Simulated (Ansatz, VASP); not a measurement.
## ZnS in VASP and in Ansatz

The input INCAR:

```
SYSTEM = ZnS
PREC     = Accurate       ! precision mode
ENCUT    = 600            ! plane-wave cutoff, eV
EDIFF    = 1E-6           ! SCF threshold, eV
ISMEAR   = -1             ! smearing method
SIGMA    = 0.08           ! smearing width, eV
LREAL    = .False.        ! projectors in reciprocal space
LASPH    = .True.         ! aspherical terms in the spheres
NELM     = 100            ! most SCF steps
ALGO     = Normal         ! electronic algorithm
ISIF     = 3              ! what is computed and relaxed
LWAVE    = .False.        ! write WAVECAR
LCHARG   = .False.        ! write CHGCAR
GGA      = PE             ! functional
IBRION   = 2              ! ionic algorithm
NSW      = 60             ! ionic steps
EDIFFG   = -0.005         ! ionic threshold
```

The input KPOINTS:

```
regular mesh
0
Gamma
  15 15 15
  0 0 0
```

The input POSCAR:

```
ZnS
1.0
    0.0000000000      2.3257586486      2.3257586486
    2.3257586486      0.0000000000      2.3257586486
    2.3257586486      2.3257586486      0.0000000000
Zn S
1 1
Direct
    0.0000000000      0.0000000000      0.0000000000
    0.5000000000      0.5000000000      0.5000000000
```

Input for Ansatz:

```yaml
crystal:
  lattice:
    - [0.0, 2.3257586486, 2.3257586486]
    - [2.3257586486, 0.0, 2.3257586486]
    - [2.3257586486, 2.3257586486, 0.0]
  atoms:
    - { symbol: Zn, position: [0.0, 0.0, 0.0] }
    - { symbol: S, position: [0.5, 0.5, 0.5] }
kpoints:
  mp_grid: { grid: [15, 15, 15] }
scf:
  occupations: { method: fermi_dirac, width: 0.08 }
hamiltonian:
  xc: pbe
  pseudopotentials: { kind: paw }
output:
  forces: true
  stress: true
relax:
  f_tol: 0.005
  max_steps: 40
  cell: {}
```

Alike in both runs: task relaxation of cell and atoms; functional PBE; k mesh 15 × 15 × 15; occupations fermi-dirac, width 0.08 eV; no spin polarisation.

```csv
,VASP,Ansatz
version,VASP 6.6.1,Ansatz 0.2.0
potentials or method,"VASP PAW PBE potentials, release 64 (Zn, S)","PAW with Ansatz's default frozen-core files, scalar-relativistic"
plane-wave cutoff (eV),600,420
valence electrons in the cell,18,18
```

Ansatz gave:

- relaxed volume (Å³/atom): 16.62
- relaxed cell length with the largest relative difference (Å): 3.609

Task: Estimate VASP's values.

Result: Relaxed volume (Å³/atom): 16.64; relaxed cell length with the largest relative difference (Å): 3.610.

Noted on VASP's run: the volume moved by over 15 % at a fixed basis, so the end points are rough.
